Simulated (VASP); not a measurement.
Input of a VASP 6.6.1 run:

The input INCAR:

```
  PREC = Accurate
  ENCUT = 600
  EDIFF = 1E-6
  ISMEAR = 0
  SIGMA = 0.1
  LREAL = False
  LASPH = True
  NELM = 100
  ALGO = Normal
  ISIF = 3
  LWAVE = False
  LCHARG = False
  GGA = PE
  IBRION = 2
  NSW = 90
  EDIFFG = -0.04
```

Contents of KPOINTS:

```
regular mesh
0
Gamma
  6 6 6
```

Contents of POSCAR:

```
C
1.0
    2.1103944800     -2.5896256900      0.0000000000
    2.1103944800      2.5896256900      0.0000000000
    0.0000000000      0.0000000000      3.0134504300
C
6
Direct
    0.6039974100      0.3960025900      0.3101849400
    0.8960025900      0.1039974100      0.3101849400
    0.3960025900      0.6039974100      0.6898150600
    0.1039974100      0.8960025900      0.6898150600
    0.7500000000      0.7500000000      0.0000000000
    0.2500000000      0.2500000000      0.0000000000
```

Potentials or basis: VASP PAW PBE potentials, release 64 (C).

Command:

```console
$ cat potpaw_PBE.64/C/POTCAR > POTCAR
$ mpirun -np 1 vasp_std > vasp.out
```

Task: What does it give for the band gap on the k mesh?

Result: 1.15 eV, indirect (least direct gap 3.47 eV).

Task: Estimate the relaxed volume.

Result: 6.16 Å³/atom.

Task: What does it give for the space group after relaxing (to 0.05 Å)?

Result: Cmme (No. 67).

Forces on the atoms (eV/Å):
```
C    0.000  0.016 -0.007
C    0.000 -0.016 -0.007
C    0.000 -0.016  0.007
C    0.000  0.016  0.007
C    0.000  0.000  0.000
C    0.000  0.000  0.000
```

A k mesh can miss the band edges.
